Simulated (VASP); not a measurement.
Runs of VASP 6.6.1 on ZnSe. It takes space group F-43m (No. 216, cubic). Conventional cell: a = 5.665 Å, b = 5.665 Å, c = 5.665 Å, α = 90.00°, β = 90.00°, γ = 90.00°. Within 3.2 Å of Zn (site symmetry -43m) lie 4 Se at 2.45 Å. Se (site symmetry -43m) has 4 Zn at 2.45 Å within 3.2 Å. 

```csv
level,potentials or basis,k mesh,smearing,grid for exact exchange (PRECFOCK),share of exact exchange,screening parameter,gap on the mesh (eV),pressure (GPa)
r2SCAN,"VASP PAW PBE potentials, release 64 (Zn, Se)",6 × 6 × 6,methfessel-paxton 0.001 eV,-,-,-,1.87,0.1
r2SCAN,"VASP PAW PBE potentials, release 64 (Zn, Se)",6 × 6 × 6,gaussian 0.01 eV,-,-,-,1.87,0.1
r2SCAN,"VASP PAW PBE potentials, release 64 (Zn, Se)",6 × 6 × 6,gaussian 0.5 eV,-,-,-,1.87,0.1
LDA,"VASP PAW LDA potentials, release 64 (Zn, Se)",4 × 4 × 4,gaussian 0.01 eV,-,-,-,(a),(b)
PBE-based screened hybrid,"VASP PAW PBE potentials, release 64 (Zn, Se)",4 × 4 × 4,gaussian 0.01 eV,Normal,0.35,0.2078 1/Å,2.92,1.2
r2SCAN,"VASP PAW PBE potentials, release 64 (Zn, Se)",6 × 6 × 6,gaussian 0.05 eV,-,-,-,1.87,0.1
PBE-based screened hybrid,"VASP PAW PBE potentials, release 64 (Zn, Se)",4 × 4 × 4,gaussian 0.01 eV,Normal,0.75,0.3 1/Å,4.30,0.2
r2SCAN,"VASP PAW PBE potentials, release 64 (Zn, Se)",6 × 6 × 6,fermi-dirac 0.001 eV,-,-,-,1.87,0.1
```

Alike in all rows: task single point; no spin polarisation; cell as given; cutoff (eV) 520.

Problem. Fill in the values left out.

Solution. (a) 1.05; (b) -2.7.

Caveats: some runs use coarse meshes; the PAW data sets were made with another functional, which shifts forces and pressure a little (some runs).

A k mesh can miss the band edges, and the runs leave out spin-orbit coupling on Se.
